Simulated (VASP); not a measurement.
Crystal: GaP2.

```
Ga P
1.0
     2.55941   -0.01704    0.01284
    -0.01704    2.52788   -0.00701
     0.07796   -0.04254   15.34264
Ga P
2 4
Cartesian
  0.0635 0.0462 3.8265
  0.0984 0.0117 11.5165
  0.0584 0.0237 6.5874
  0.1276 -0.1214 14.1546
  -0.1154 -0.0466 1.1327
  0.0014 -0.0412 8.8102
```

* Program: VASP 6.6.1
* Task: relaxation of cell and atoms
* Functional: PBE
* Potentials or basis: VASP PAW PBE potentials, release 64 (Ga_d, P)
* Cutoff: 600 eV
* k mesh: 8 × 8 × 2
* Occupations: gaussian, width 0.2 eV
* Spin: no spin polarisation

At the start: pressure 2.1 GPa; volume 16.54 Å³/atom.

**Question.** How do energy, volume and symmetry change on relaxing?

**Answer.** Over 27 steps the energy falls by 14.9 meV/atom and the volume is 16.63 Å³/atom (+0.5 %); space group P1 (No. 1, to 0.1 Å) before, Cmmm (No. 65, to 0.1 Å).

The path:
```csv
step,energy change (eV),largest force (eV/Å),pressure (GPa),volume (Å³)
1,0.0000,0.6322,2.10,99.26
2,-0.0335,0.2195,-1.06,102.41
3,-0.0343,0.2106,-0.65,101.97
4,-0.0448,0.1181,-0.36,101.52
5,-0.0470,0.1382,-0.14,101.22
6,-0.0532,0.1425,0.07,100.78
7,-0.0648,0.1884,0.77,99.46
8,-0.0694,0.1581,0.57,99.57
9,-0.0760,0.1912,-0.04,99.88
10,-0.0790,0.1590,-0.07,99.88
11,-0.0837,0.0572,-0.13,99.89
12,-0.0839,0.0388,-0.13,99.90
13,-0.0856,0.0313,0.01,99.75
14,-0.0862,0.0374,0.16,99.61
15,-0.0863,0.0427,0.23,99.57
16,-0.0870,0.0416,0.02,99.84
17,-0.0872,0.0437,-0.18,100.07
18,-0.0877,0.0336,-0.04,99.97
19,-0.0878,0.0340,0.00,99.93
20,-0.0877,0.0437,0.09,99.87
21,-0.0878,0.0346,0.01,99.92
22,-0.0881,0.0303,0.03,99.89
23,-0.0886,0.0368,0.06,99.81
24,-0.0888,0.0366,-0.02,99.84
25,-0.0891,0.0374,-0.07,99.90
26,-0.0891,0.0377,-0.14,99.92
27,-0.0894,0.0234,0.02,99.80
```

Final structure:
```yaml
crystal:
  lattice:
    - [2.54793, -0.11325, 0.00248]
    - [-0.10934, 2.54906, 0.00188]
    - [0.01284, -0.00163, 15.39534]
  atoms:
    - { symbol: Ga, position: [0.00615, 0.00627, 0.25003] }
    - { symbol: Ga, position: [0.00450, 0.00435, 0.74996] }
    - { symbol: P, position: [0.99970, 0.00796, 0.42366] }
    - { symbol: P, position: [0.99403, 0.98790, 0.92384] }
    - { symbol: P, position: [0.99412, 0.98780, 0.07619] }
    - { symbol: P, position: [0.00150, 0.00572, 0.57631] }
```
